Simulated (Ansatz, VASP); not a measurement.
One calculation of Al3As, two programs

```
Al As
1.0
     4.14290    0.00000    0.00000
     0.00000    4.14290    0.00000
     0.00000    0.00000    4.14290
Al As
3 1
Cartesian
  2.0714 2.0714 0.0000
  2.0714 0.0000 2.0714
  0.0000 2.0714 2.0714
  0.0000 0.0000 0.0000
```

Change from the starting cell: species swapped into the MnCo3 type (Pm-3m, No. 221).

Alike in both runs: task relaxation of cell and atoms; functional PBE; k mesh 12 × 12 × 12; occupations gaussian, width 0.1 eV; no spin polarisation.

```csv
,VASP,Ansatz
version,VASP 6.6.1,Ansatz 0.2.0
potentials or method,"VASP PAW PBE potentials, release 64 (Al, As), cutoff 600 eV","scalar-relativistic, plane waves, PAW"
valence electrons in the cell,14,24
```

Ansatz gave:

```
gap on the k mesh at the Fermi level, each at its own relaxed structure (eV) : none
relaxed volume (Å³/atom)                                                     : 17.59
relaxed cell length with the largest relative difference (Å)                 : 4.128
```

Q: Estimate VASP's values.

A: gap on the k mesh at the Fermi level, each at its own relaxed structure (eV): none; relaxed volume (Å³/atom): 17.58; relaxed cell length with the largest relative difference (Å): 4.127.

A gap of «none» marks a metal or a gap that the smearing closes. VASP's potentials hold 14 valence electrons a cell and Ansatz's 24, so a difference there can come from the potentials and not from the codes.
